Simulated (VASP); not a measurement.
Wanted: the native input for a VASP 6.6.1 run.

| Item | Value |
| --- | --- |
| Task | single point |
| Functional | r2SCAN |
| Potentials or basis | VASP PAW PBE potentials, release 64 (Re, Os) |
| Cutoff | 520 eV |
| k mesh | 9 × 9 × 4 |
| Occupations | gaussian, width 0.1 eV |
| Spin | no spin polarisation |
| Dipole correction | no |
| Further INCAR settings | ALGO = Normal; EDIFF = 1e-06; NBANDS = 14 |

ReOs:

```xyz
2
Lattice="2.7573 0.0000 0.0000 -1.3787 2.3879 0.0000 0.0000 0.0000 4.3824" Properties=species:S:1:pos:R:3 pbc="T T T"
Re    1.3787    0.7960    2.1912
Os    0.0000    0.0000    0.0000
```

One way to write it, as run:

POSCAR

```
ReOs
1.0
    2.7573303527      0.0000000000      0.0000000000
   -1.3786651764      2.3879181321      0.0000000000
    0.0000000000      0.0000000000      4.3824281800
Re Os
1 1
Direct
    0.6666666700      0.3333333300      0.5000000000
    0.0000000000      0.0000000000      0.0000000000
```

INCAR.step1

```
ALGO = Normal ; EDIFF = 1E-4
ENCUT = 520 ; GGA = PE
ISMEAR = 0 ; LASPH = T
LCHARG = F ; LREAL = F
LWAVE = T ; NBANDS = 14
NELM = 100 ; PREC = Accurate
SIGMA = 0.1
```

INCAR.step2

```
ALGO = Normal ; EDIFF = 1E-6
ENCUT = 520 ; ISIF = 2
ISMEAR = 0 ; ISTART = 1
LASPH = T ; LCHARG = F
LMIXTAU = T ; LREAL = F
LWAVE = F ; METAGGA = R2SCAN
NBANDS = 14 ; NELM = 100
PREC = Accurate ; SIGMA = 0.1
```

KPOINTS

```
k-points
0
Gamma
  9 9 4
```

Potentials or basis: VASP PAW PBE potentials, release 64 (Re, Os).

Launch:

```console
$ cat potpaw_PBE.64/Re/POTCAR potpaw_PBE.64/Os/POTCAR > POTCAR
$ cp INCAR.step1 INCAR
$ mpirun -np 1 vasp_std > vasp.out
$ cp INCAR.step2 INCAR
$ mpirun -np 1 vasp_std > vasp.out
```

Results of the run:

| Quantity | Value |
| --- | --- |
| Pressure | -3.0 GPa |

Caveat: the PAW data sets were made with another functional, which shifts forces and pressure a little.

Run time: 52 s on 1 thread of AMD EPYC 9R45 96-Core Processor (Zen 5), with other jobs on the host, peak memory 0.14 GiB.
